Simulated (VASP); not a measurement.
# Si2Mo (fluorite type) (Fm-3m) in VASP: further runs, part 2 of 2

VASP 6.6.1. Earlier steps stand in the parts before.

### Step 3. Single point, PBE

INCAR reads:

```
PREC     = Accurate       # precision mode
ENCUT    = 520            # plane-wave cutoff, eV
EDIFF    = 1E-6           # SCF threshold, eV
ISMEAR   = -1             # smearing method
SIGMA    = 0.1            # smearing width, eV
LREAL    = False          # projectors in reciprocal space
LASPH    = True           # aspherical terms in the spheres
NELM     = 60             # most SCF steps
ALGO     = Normal         # electronic algorithm
ISIF     = 2              # what is computed and relaxed
LWAVE    = False          # write WAVECAR
LCHARG   = True           # write CHGCAR
GGA      = PE             # functional
LELF     = True           # ELF
LVHAR    = True         
NBANDS   = 18             # bands
```

KPOINTS reads:

```
Automatic mesh
0
Gamma
  10 10 10
```

POSCAR reads:

```
Si2Mo
1.0
    0.0000000000      2.6439504585      2.6439504585
    2.6439504585      0.0000000000      2.6439504585
    2.6439504585      2.6439504585      0.0000000000
Mo Si
1 2
Direct
    0.0000000000      0.0000000000      0.0000000000
    0.2500000000      0.2500000000      0.2500000000
    0.7500000000      0.7500000000      0.7500000000
```

Potentials or basis: VASP PAW PBE potentials, release 64 (Mo_sv, Si).

The run is started by

```sh
$ cat potpaw_PBE.64/Mo_sv/POTCAR potpaw_PBE.64/Si/POTCAR > POTCAR
$ mpirun -np 1 vasp_std > vasp.out
```

It took 51 s on 1 thread of Intel Xeon 8259CL, shared host; peak memory 0.17 GiB.

The run converged. Its results:

```
Free energy            : -18.3924 eV
Pressure               : 75.4 GPa
Band gap on the k mesh : zero (bands 11 and 12 overlap by 2.82 eV)
```

Levels at points of the mesh, in eV from the Fermi level:
| k point | band 8 | band 9 | band 10 | band 11 | band 12 | band 13 | band 14 | band 15 |
| --- | --- | --- | --- | --- | --- | --- | --- | --- |
| (0.00, 0.00, 0.00) | -6.03 | -2.08 | -2.08 | -0.48 | 3.84 | 3.84 | 3.84 | 6.58 |
| (0.50, 0.00, 0.00) | -5.32 | -1.54 | -0.98 | -0.98 | -0.05 | -0.05 | 1.26 | 8.22 |
| (0.50, 0.50, 0.00) | -3.36 | -3.36 | -1.71 | -1.71 | -0.85 | 0.01 | 6.44 | 7.03 |

Caveat: the cell stands under pressure.

### Step 4. Relaxation of cell and atoms, PBE, target pressure 75 GPa, at which the enthalpy is minimised

This run uses another cell than the first one, of 10.86 Å³/atom.

INCAR reads:

```
ALGO = Normal
EDIFF = 1E-6
EDIFFG = -0.005
ENCUT = 600
GGA = PE
IBRION = 2
ISIF = 3
ISMEAR = -1
LASPH = True
LCHARG = False
LREAL = False
LWAVE = False
NELM = 100
NSW = 60
PREC = Accurate
PSTRESS = 750.0
SIGMA = 0.1
```

KPOINTS reads:

```
k-points
0
Gamma
  10 10 10
```

POSCAR reads:

```
Si2Mo
1.0
    0.0000000000      2.5351366500      2.5351366500
    2.5351366500      0.0000000000      2.5351366500
    2.5351366500      2.5351366500      0.0000000000
Mo Si
1 2
Direct
    0.0000000000      0.0000000000      0.0000000000
    0.2500000000      0.2500000000      0.2500000000
    0.7500000000      0.7500000000      0.7500000000
```

The run is started by

```sh
$ cat potpaw_PBE.64/Mo_sv/POTCAR potpaw_PBE.64/Si/POTCAR > POTCAR
$ mpirun -np 1 vasp_std > vasp.out
```

Wall time 2.8 min (1 thread of Intel Xeon 8259CL, shared host); peak memory 0.19 GiB.

It converged, with:

* Free energy: -18.4073 eV
* Relaxed volume: 12.33 Å³/atom
* Relaxed cell: a = 3.740 Å, b = 3.740 Å, c = 3.740 Å, α = 60.00°, β = 60.00°, γ = 60.00°
* Space group after relaxing (to 0.1 Å): Fm-3m (No. 225)
* Energy change on relaxing (the run minimises the enthalpy): -949.4 meV/atom
* Ionic steps: 5
* Pressure after relaxing: 75.0 GPa
* Band gap on the k mesh: zero (bands 11 and 12 overlap by 2.82 eV)

The path:
```
step  energy change (eV)  largest force (eV/Å)  pressure (GPa)  volume (Å³)
   1              0.0000                0.0000          137.24        32.59
   2             -4.9534                0.0000          -12.61        56.81
   3             -3.2697                0.0000           65.28        37.96
   4             -2.8949                0.0000           73.94        37.10
   5             -2.8483                0.0000           75.00        37.00
```

Final structure:
```
Mo Si
1.0
     0.00000    2.64481    2.64481
     2.64481    0.00000    2.64481
     2.64481    2.64481    0.00000
Mo Si
1 2
Direct
  0.00000 0.00000 0.00000
  0.25000 0.25000 0.25000
  0.75000 0.75000 0.75000
```

Levels at points of the mesh, in eV from the Fermi level:
| k point | band 8 | band 9 | band 10 | band 11 | band 12 | band 13 | band 14 | band 15 |
| --- | --- | --- | --- | --- | --- | --- | --- | --- |
| (0.00, 0.00, 0.00) | -6.02 | -2.08 | -2.08 | -0.49 | 3.84 | 3.84 | 3.84 | 6.57 |
| (0.50, 0.00, 0.00) | -5.32 | -1.54 | -0.97 | -0.97 | -0.05 | -0.05 | 1.26 | 8.21 |
| (0.50, 0.50, 0.00) | -3.36 | -3.36 | -1.71 | -1.71 | -0.85 | 0.01 | 7.03 | 7.47 |

Caveat: the cell is relaxed towards a set pressure, so the run minimises the enthalpy, not the energy.

### Step 5. Relaxation of cell and atoms, PBE, target pressure 75 GPa, at which the enthalpy is minimised

INCAR reads:

```
SYSTEM = Si2Mo
PREC = Accurate ; ENCUT = 600
EDIFF = 1E-6 ; ISMEAR = -1
SIGMA = 0.1 ; LREAL = .FALSE.
LASPH = .TRUE. ; NELM = 80
ALGO = Normal ; ISIF = 3
LWAVE = .FALSE. ; LCHARG = .FALSE.
GGA = PE ; IBRION = 2
NSW = 32 ; EDIFFG = -0.005
PSTRESS = 750.0
```

KPOINTS reads:

```
regular mesh
0
G
  10 10 10
  0 0 0
```

POSCAR reads:

```
Si2Mo
1.0
    0.0000000000      2.6439504585      2.6439504585
    2.6439504585      0.0000000000      2.6439504585
    2.6439504585      2.6439504585      0.0000000000
Mo Si
1 2
Direct
    0.0000000000      0.0000000000      0.0000000000
    0.2500000000      0.2500000000      0.2500000000
    0.7500000000      0.7500000000      0.7500000000
```

The run is started by

```sh
$ cat potpaw_PBE.64/Mo_sv/POTCAR potpaw_PBE.64/Si/POTCAR > POTCAR
$ mpirun -np 1 vasp_std > vasp.out
```

Wall time 68 s (1 thread of Intel Xeon 8259CL, shared host); peak memory 0.19 GiB.

It converged, with:

```
Free energy                                                : -18.4093 eV
Relaxed volume                                             : 12.33 Å³/atom
Relaxed cell                                               : a = 3.740 Å, b = 3.740 Å, c = 3.740 Å, α = 60.00°, β = 60.00°, γ = 60.00°
Space group after relaxing (to 0.1 Å)                      : Fm-3m (No. 225)
Energy change on relaxing (the run minimises the enthalpy) : -5.5 meV/atom
Ionic steps                                                : 3
Pressure after relaxing                                    : 75.0 GPa
Band gap on the k mesh                                     : zero (bands 11 and 12 overlap by 2.82 eV)
```

Step by step:
```csv
step,energy change (eV),largest force (eV/Å),pressure (GPa),volume (Å³)
1,0.0000,0.0000,75.41,36.96
2,-0.0776,0.0000,73.60,37.13
3,-0.0164,0.0000,74.99,37.00
```

Final structure:
```
Mo Si
1.0
     0.00000    2.64478    2.64478
     2.64478    0.00000    2.64478
     2.64478    2.64478    0.00000
Mo Si
1 2
Direct
  0.00000 0.00000 0.00000
  0.25000 0.25000 0.25000
  0.75000 0.75000 0.75000
```

Levels at points of the mesh, in eV from the Fermi level:
| k point | band 8 | band 9 | band 10 | band 11 | band 12 | band 13 | band 14 | band 15 |
| --- | --- | --- | --- | --- | --- | --- | --- | --- |
| (0.00, 0.00, 0.00) | -6.02 | -2.08 | -2.08 | -0.49 | 3.84 | 3.84 | 3.84 | 6.57 |
| (0.50, 0.00, 0.00) | -5.32 | -1.54 | -0.97 | -0.97 | -0.05 | -0.05 | 1.26 | 8.21 |
| (0.50, 0.50, 0.00) | -3.36 | -3.36 | -1.71 | -1.71 | -0.85 | 0.01 | 6.44 | 7.03 |

Caveat: the cell is relaxed towards a set pressure, so the run minimises the enthalpy, not the energy.

### Step 6. The runs side by side

| task | cell | cutoff (eV) | gap on the mesh (eV) | pressure (GPa) |
| --- | --- | --- | --- | --- |
| single point | a = 3.739 Å, angles 60.0°, 3 atoms | 520 | none | 75.4 |
| relaxation of cell and atoms | relaxed to 75 GPa from a = 3.585 Å, angles 60.0°, 3 atoms | 600 | none | 75.0 |
| relaxation of cell and atoms | relaxed to 75 GPa from a = 3.739 Å, angles 60.0°, 3 atoms | 600 | none | 75.0 |

Alike in all rows: level PBE; potentials or basis VASP PAW PBE potentials, release 64 (Mo_sv, Si); no spin polarisation; k mesh 10 × 10 × 10; smearing fermi-dirac 0.1 eV.

Caveats: the cell is relaxed towards a set pressure, so the run minimises the enthalpy, not the energy (at least some runs); the cell stands under pressure (at least some runs).

Total energies depend on the potentials used, so only differences within one code and one set of settings carry meaning.
